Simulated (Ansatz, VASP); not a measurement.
# Two plane-wave programs on Pt

File INCAR:

```
SYSTEM = Pt
ALGO = Fast
EDIFF = 1E-7
ENCUT = 520
ISIF = 2
ISMEAR = 0
LASPH = .True.
LCHARG = .False.
LREAL = .False.
LWAVE = .False.
NBANDS = 17
NELM = 80
PREC = Accurate
SIGMA = 0.15
```

Contents of KPOINTS:

```
k-points
0
Gamma
  18 18 10
  0 0 0
```

The input POSCAR:

```
Pt
1.0
    2.7081940711      0.0000000000      0.0000000000
   -1.3540970355      2.3453648639      0.0000000000
    0.0000000000      0.0000000000      4.6773974959
Pt
2
Direct
    0.6768356601      0.3536713203      0.7500000000
    0.3231643399      0.6463286797      0.2500000000
```

Input for Ansatz:

```yaml
crystal:
  lattice:
    - [2.7081940711, 0.0, 0.0]
    - [-1.3540970355, 2.3453648639, 0.0]
    - [0.0, 0.0, 4.6773974959]
  atoms:
    - { symbol: Pt, position: [0.6768356601, 0.3536713203, 0.75] }
    - { symbol: Pt, position: [0.3231643399, 0.6463286797, 0.25] }
basis:
  ecutwfc: 420
kpoints:
  mp_grid: { grid: [18, 18, 10] }
hamiltonian:
  xc: lda
scf:
  occupations: { method: gaussian, width: 0.15 }
output:
  forces: true
  stress: true
  eigenvalues: true
```

Change from the starting cell: mode 1 frozen in at +0.000 Å and mode 2 at +0.048 Å (largest displacements).

Alike in both runs: task single point; functional LDA; k mesh 18 × 18 × 10; occupations gaussian, width 0.15 eV; no spin polarisation.

|  | VASP | Ansatz |
| --- | --- | --- |
| version | VASP 6.6.1 | Ansatz 0.2.0 |
| potentials or method | VASP PAW LDA potentials, release 64 (Pt), cutoff 520 eV | scalar-relativistic, plane waves, PAW |
| valence electrons in the cell | 20 | 36 |

|  | VASP | Ansatz | Ansatz less VASP |
| --- | --- | --- | --- |
| gap on the k mesh at the Fermi level (eV) | none | none | - |
| pressure (GPa) | 0.9 | 0.2 | -0.77 |
| traceless stress, the component that is largest in VASP (GPa) | -0.42 | -0.10 | +0.321 |
| rms of the force components (eV/Å) | 0.021 | 0.024 | +0.0026 |

LDA's correlation is that of Perdew and Zunger in VASP and of Perdew and Wang (1992) in Ansatz. Atom by atom the forces differ by 0.003 eV/Å (rms over components). A gap of «none» marks a metal or a gap that the smearing closes. VASP's potentials hold 20 valence electrons a cell and Ansatz's 36, so a difference there can come from the potentials and not from the codes.

Spin-orbit coupling is off throughout.
